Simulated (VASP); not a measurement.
# WSe2 in VASP: a series of runs

Runs on WSe2. Level: r2SCAN. Tasks: single point, relaxation of shape and atoms at fixed volume.

Everything below comes from runs of VASP 6.6.1. Logs are shortened: lines on timing, memory, paths and dates and some standing lists are left out, and cuts for length are marked.

## Step 1: The cell of the first run

The cell holds a slab with vacuum, 3 atoms: a = 3.314 Å, b = 3.314 Å, c = 15.992 Å, α = 90.00°, β = 90.00°, γ = 120.00°.

## Step 2: Single point, r2SCAN (strain along c alone, the other axes held: -4.0 %, then relaxed in part)

POSCAR reads:

```
WSe2
1.0
    3.3143636060      0.0000000000      0.0000000000
   -1.6571818030      2.8703230802      0.0000000000
    0.0000000000      0.0000000000     15.9923289540
W Se
1 2
Direct
    0.0000000000      0.0000000000      0.0000000000
    0.3333333333      0.6666666667      0.1038575405
    0.3333333333      0.6666666667      0.8961424595
```

INCAR.step1 reads:

```
SYSTEM = WSe2
PREC = Accurate
ENCUT = 520
ISMEAR = 0
SIGMA = 0.02
LREAL = .FALSE.
LASPH = .TRUE.
NELM = 60
NBANDS = 20
GGA = PE
ALGO = Normal
EDIFF = 1E-4
LWAVE = .TRUE.
LCHARG = .FALSE.
```

INCAR.step2 reads:

```
SYSTEM = WSe2
PREC = Accurate
ENCUT = 520
EDIFF = 1E-6
ISMEAR = 0
SIGMA = 0.02
LREAL = .FALSE.
LASPH = .TRUE.
NELM = 60
ALGO = Normal
ISIF = 2
LWAVE = .FALSE.
LCHARG = .FALSE.
METAGGA = R2SCAN
LMIXTAU = .TRUE.
NBANDS = 20
ISTART = 1
```

KPOINTS reads:

```
Automatic mesh
0
G
  12 12 2
  0 0 0
```

Potentials or basis: VASP PAW PBE potentials, release 64 (W_sv, Se).

Launch:

```sh
$ cat potpaw_PBE.64/W_sv/POTCAR potpaw_PBE.64/Se/POTCAR > POTCAR
$ cp INCAR.step1 INCAR
$ mpirun -np 1 vasp_std > vasp.out
$ cp INCAR.step2 INCAR
$ mpirun -np 1 vasp_std > vasp.out
```

OUTCAR:

```text
SYSTEM = WSe2
   PREC = Accurate
   ENCUT = 520
   EDIFF = 1E-6
   ISMEAR = 0
   LREAL = .FALSE.
   LASPH = .TRUE.
   NELM = 60
   ISIF = 2
   METAGGA = R2SCAN
   ISTART = 1

 ion  position               nearest neighbor table
   1  0.000  0.000  0.000-   2 2.53   3 2.53   2 2.53   3 2.53   2 2.53   3 2.53
   2  0.333  0.667  0.104-   1 2.53   1 2.53   1 2.53
   3  0.333  0.667  0.896-   1 2.53   1 2.53   1 2.53

  LATTYP: Found a hexagonal cell.
 ALAT       =     3.3143636060
 C/A-ratio  =     4.8251582672

  Lattice vectors:

 A1 = (   3.3143636060,   0.0000000000,   0.0000000000)
 A2 = (  -1.6571818030,   2.8703230802,   0.0000000000)
 A3 = (   0.0000000000,   0.0000000000,  15.9923289540)

Analysis of symmetry for initial positions (statically):
=====================================================================
 Subroutine PRICEL returns:
 Original cell was already a primitive cell.

 Routine SETGRP: Setting up the symmetry group for a
 hexagonal supercell.

 Subroutine GETGRP returns: Found 12 space group operations
 (whereof 12 operations were pure point group operations)
 out of a pool of 24 trial point group operations.

The static configuration has the point symmetry D_3h.

Analysis of symmetry for dynamics (positions and initial velocities):
=====================================================================
 Subroutine PRICEL returns:
 Original cell was already a primitive cell.

 Routine SETGRP: Setting up the symmetry group for a
 hexagonal supercell.

 Subroutine GETGRP returns: Found 12 space group operations
 (whereof 12 operations were pure point group operations)
 out of a pool of 24 trial point group operations.

The dynamic configuration has the point symmetry D_3h.

 Subroutine INISYM returns: Found 12 space group operations
 (whereof 12 operations are pure point group operations),
 and found     1 'primitive' translations

----------------------------------------------------------------------------------------

                                     Primitive cell

  volume of cell :     152.1397

  direct lattice vectors                    reciprocal lattice vectors
     3.314363606  0.000000000  0.000000000     0.301717047  0.174196418  0.000000000
    -1.657181803  2.870323080  0.000000000     0.000000000  0.348392837  0.000000000
     0.000000000  0.000000000 15.992328954     0.000000000  0.000000000  0.062529979

  length of vectors
     3.314363606  3.314363606 15.992328954     0.348392837  0.348392837  0.062529979

  position of ions in fractional coordinates (direct lattice)
     0.000000000  0.000000000  0.000000000
     0.333333333  0.666666667  0.103857541
     0.333333333  0.666666667  0.896142459

  ion indices of the primitive-cell ions
   primitive index   ion index
                 1           1
                 2           2
                 3           3

----------------------------------------------------------------------------------------

 KPOINTS: Automatic mesh

Automatic generation of k-mesh.
 Grid dimensions read from file:
 generate k-points for:   12   12    2

 Generating k-lattice:

  Cartesian coordinates                     Fractional coordinates (reciprocal lattice)
     0.025143087  0.014516368  0.000000000     0.083333333 -0.000000000  0.000000000
     0.000000000  0.029032736  0.000000000     0.000000000  0.083333333  0.000000000
     0.000000000  0.000000000  0.031264990     0.000000000  0.000000000  0.500000000

  Length of vectors
     0.029032736  0.029032736  0.031264990

  Shift w.r.t. Gamma in fractional coordinates (k-lattice)
     0.000000000  0.000000000  0.000000000

 Subroutine IBZKPT returns following result:
 ===========================================

 Found     38 irreducible k-points:

 Following reciprocal coordinates:
            Coordinates               Weight
  0.000000  0.000000  0.000000      1.000000
  0.083333  0.000000  0.000000      6.000000
  0.166667  0.000000  0.000000      6.000000
  0.250000 -0.000000  0.000000      6.000000
  0.333333  0.000000  0.000000      6.000000
  0.416667  0.000000  0.000000      6.000000
[... 16 lines left out ...]
  0.250000 -0.000000  0.500000      6.000000
  0.333333  0.000000  0.500000      6.000000
 [... further k-points ...]
   k-points           NKPTS =     38   k-points in BZ     NKDIM =     38   number of bands    NBANDS=     20
   number of dos      NEDOS =    301   number of ions     NIONS =      3
   total plane-waves  NPLWV =  94080
   dimension x,y,z NGX =    28 NGY =   28 NGZ =  120
   dimension x,y,z NGXF=    56 NGYF=   56 NGZF=  240
   ions per type =               1   2
   NGX,Y,Z   is equivalent  to a cutoff of  14.04, 14.04, 12.47 a.u.
   NGXF,Y,Z  is equivalent  to a cutoff of  28.09, 28.09, 24.95 a.u.
 SYSTEM =  WSe2
   PREC   = accura    normal or accurate (medium, high low for compatibility)
   ISTART =      1    job   : 0-new  1-cont  2-samecut
   ICHARG =      0    charge: 1-file 2-atom 10-const
   ISPIN  =      1    spin polarized calculation?
   LNONCOLLINEAR =      F non collinear calculations
   LSORBIT =      F    spin-orbit coupling
   LASPH  =      T    aspherical Exc in radial PAW
   ENCUT  =  520.0 eV  38.22 Ry    6.18 a.u.   6.16  6.16 29.74*2*pi/ulx,y,z
   NELM   =     60;   NELMIN=  2; NELMDL=  0     # of ELM steps
   EDIFF  = 0.1E-05   stopping-criterion for ELM
   LREAL  =      F    real-space projection
   EDIFFG = 0.1E-04   stopping-criterion for IOM
   NSW    =      0    number of steps for IOM
   IBRION =     -1    ionic relax: 0-MD 1-quasi-New 2-CG
   NFREE  =      0    steps in history (QN), initial steepest desc. (CG)
   ISIF   =      2    stress and relaxation
   ISYM   =      2    0-nonsym 1-usesym 2-fastsym
   POTIM  = 0.5000    time-step for ionic-motion
   TEBEG  =    0.0;   TEEND  =   0.0 temperature during run
   PSTRESS=    0.0 pullay stress
   NELECT =      26.0000    total number of electrons
   NUPDOWN=      -1.0000    fix difference up-down
   EMIN   =  10.00;   EMAX   =-10.00  energy-range for DOS
   EFERMI =   0.00;   METHOD = LEGACY
   ISMEAR =     0;   SIGMA  =   0.02  broadening in eV -4-tet -1-fermi 0-gaus
   EFERMI_NEDOS =   21; number of points for ismear=-14 and -15
   IALGO  =     38    algorithm
   IMIX   =      4    mixing-type and parameters
     AMIX     =   0.40;   BMIX     =  1.00
     AMIX_MAG =   1.60;   BMIX_MAG =  1.00
  volume/ion in A,a.u.               =      50.71       342.23
  Fermi-wavevector in a.u.,A,eV,Ry     =   0.908486  1.716790 11.229533  0.825347
  Thomas-Fermi vector in A             =   2.032418
   LORBIT       =      0    0 simple, 1 ext, 2 COOP (PROOUT), +10 PAW based schemes
   METAGGA = R2SCAN    functional components
   LHFCALC =     F    Hartree Fock is set to
   AEXX    =    0.0000 exact exchange contribution
   IVDW    =     0    specifies the selected vdW correction
   LEPSILON=     F    determine dielectric tensor
   LRPA    =     F    only Hartree local field effects (RPA)
 non-spin polarized calculation
 Gauss-broadening in eV      SIGMA  =   0.02
  energy-cutoff  :      520.00
  volume of cell :      152.14
 maximum number of plane-waves:      4122
 NGX is ok and might be reduce to    28
   NGX = 13   NGY = 13   NGZ = 59

 number of electron      25.9999998 magnetization

 Free energy of the ion-electron system (eV)
  ---------------------------------------------------
  ext. energy  EPLUGINS =         0.00000000
  ---------------------------------------------------
  free energy    TOTEN  =       -81.75056798 eV

  energy without entropy =      -81.75056798  energy(sigma->0) =      -81.75056798

 E-fermi :  -0.6632     XC(G=0):  -5.0299

 val. band max:       -0.8962743927   @ k =   0.3333   0.3333   0.0000
 cond. band min:       0.7458677160   @ k =   0.3333   0.3333   0.0000
 fundamental gap:      1.6421421087
 Fermi energy:        -0.6632286493

 k-point     1 :       0.0000    0.0000    0.0000
  band No.  band energies     occupation
      1     -76.9003      2.00000
      2     -40.4783      2.00000
      3     -40.3761      2.00000
      4     -40.3761      2.00000
      5     -16.2933      2.00000
      6     -14.9270      2.00000
[... 12 lines left out ...]
     19       4.7862      0.00000
     20       4.7882      0.00000

 k-point     2 :       0.0833    0.0000    0.0000
  band No.  band energies     occupation
      1     -76.8996      2.00000
      2     -40.4753      2.00000
      3     -40.3918      2.00000
      4     -40.3798      2.00000
      5     -16.1866      2.00000
      6     -14.8754      2.00000
[... 12 lines left out ...]
     19       4.9219      0.00000
     20       5.1601      0.00000

 k-point     3 :       0.1667    0.0000    0.0000
  band No.  band energies     occupation
      1     -76.8976      2.00000
      2     -40.4669      2.00000
      3     -40.4346      2.00000
      4     -40.3898      2.00000
      5     -15.8812      2.00000
      6     -14.7282      2.00000
[... 12 lines left out ...]
     19       5.3052      0.00000
     20       5.8902      0.00000

 k-point     4 :       0.2500   -0.0000    0.0000
  band No.  band energies     occupation
      1     -76.8949      2.00000
      2     -40.4925      2.00000
      3     -40.4554      2.00000
      4     -40.4035      2.00000
      5     -15.4231      2.00000
      6     -14.5100      2.00000
[... 12 lines left out ...]
     19       5.8871      0.00000
     20       6.3358      0.00000

 k-point     5 :       0.3333    0.0000    0.0000
  band No.  band energies     occupation
      1     -76.8923      2.00000
      2     -40.5498      2.00000
      3     -40.4440      2.00000
      4     -40.4171      2.00000
      5     -14.8992      2.00000
      6     -14.2670      2.00000
[... 12 lines left out ...]
     19       6.1417      0.00000
     20       6.5068      0.00000
[... 353 lines left out ...]
      6     -14.8754      2.00000
[... 12 lines left out ...]
     19       4.4555      0.00000
     20       5.5785      0.00000

 k-point    22 :       0.1667    0.0000    0.5000
  band No.  band energies     occupation
      1     -76.8976      2.00000
      2     -40.4669      2.00000
      3     -40.4346      2.00000
      4     -40.3898      2.00000
      5     -15.8812      2.00000
      6     -14.7282      2.00000
[... 12 lines left out ...]
     19       4.9822      0.00000
     20       6.4477      0.00000

 k-point    23 :       0.2500   -0.0000    0.5000
  band No.  band energies     occupation
      1     -76.8949      2.00000
      2     -40.4925      2.00000
      3     -40.4554      2.00000
      4     -40.4035      2.00000
      5     -15.4231      2.00000
      6     -14.5100      2.00000
[... 12 lines left out ...]
     19       5.4802      0.00000
     20       6.7942      0.00000

 k-point    24 :       0.3333    0.0000    0.5000
  band No.  band energies     occupation
      1     -76.8923      2.00000
      2     -40.5498      2.00000
      3     -40.4440      2.00000
      4     -40.4171      2.00000
      5     -14.8992      2.00000
      6     -14.2670      2.00000
[... 12 lines left out ...]
     19       6.2310      0.00000
     20       6.2971      0.00000

 [... further k-points ...]

------------------------ aborting loop because EDIFF is reached ----------------------------------------

  FORCE on cell =-STRESS in cart. coord.  units (eV):
  Direction    XX          YY          ZZ          XY          YZ          ZX
  --------------------------------------------------------------------------------------
  -------------------------------------------------------------------------------------
  Total        0.1159837      0.1159837      0.1369638      0.0000000      0.0000000      0.0000000
  in kB        1.2214200      1.2214200      1.4423599      0.0000000      0.0000000      0.0000000
  external PRESSURE =       1.2950666 kB  Pullay stress =       0.0000000 kB

 VOLUME and BASIS-vectors are now :
 -----------------------------------------------------------------------------
  energy-cutoff  :      520.00
  volume of cell :      152.14
      direct lattice vectors                 reciprocal lattice vectors
     3.314363606  0.000000000  0.000000000     0.301717047  0.174196418  0.000000000
    -1.657181803  2.870323080  0.000000000     0.000000000  0.348392837  0.000000000
     0.000000000  0.000000000 15.992328954     0.000000000  0.000000000  0.062529979

 POSITION                                       TOTAL-FORCE (eV/Angst)
 -----------------------------------------------------------------------------------
      0.00000      0.00000      0.00000        -0.000000      0.000000      0.000000
     -0.00000      1.91355      1.66092         0.000000      0.000000      0.045409
     -0.00000      1.91355     14.33141         0.000000     -0.000000     -0.045409
 -----------------------------------------------------------------------------------
    total drift:                                0.000001     -0.000001     -0.000000

  FREE ENERGIE OF THE ION-ELECTRON SYSTEM (eV)
  ---------------------------------------------------
  free  energy   TOTEN  =       -81.7505679791 eV

  energy  without entropy=      -81.7505679791  energy(sigma->0) =      -81.75056798
```

Wall time 4.3 min (1 thread of Intel Xeon 6975P-C (Granite Rapids), shared host); peak memory 0.39 GiB.

What came out:

- Free energy: -81.7506 eV
- Largest force: 0.045 eV/Å
- Band gap on the k mesh: 1.64 eV

Forces on the atoms (eV/Å):
```
W    0.000  0.000  0.000
Se   0.000  0.000  0.045
Se   0.000  0.000 -0.045
```

Levels at points of the mesh, in eV from the valence-band top:
| k point | band 10 | band 11 | band 12 | band 13 | band 14 | band 15 | band 16 | band 17 |
| --- | --- | --- | --- | --- | --- | --- | --- | --- |
| (0.00, 0.00, 0.00) | -2.23 | -1.38 | -1.38 | -0.26 | 3.09 | 3.09 | 3.27 | 3.27 |
| (0.50, 0.00, 0.00) | -3.20 | -2.23 | -1.10 | -1.03 | 2.50 | 2.90 | 4.06 | 4.65 |
| (0.00, 0.00, 0.50) | -2.23 | -1.38 | -1.38 | -0.26 | 3.09 | 3.09 | 3.27 | 3.27 |
| (0.50, 0.00, 0.50) | -3.20 | -2.23 | -1.10 | -1.03 | 2.50 | 2.90 | 4.06 | 4.65 |

Caveat: the cell differs from its parent crystal (strain along c alone, the other axes held: -4.0 %, then relaxed in part); the PAW data sets were made with another functional, which shifts forces and pressure a little; spin-orbit coupling is left out, which moves the levels of the heavy elements.

[end of part 1 of 2]
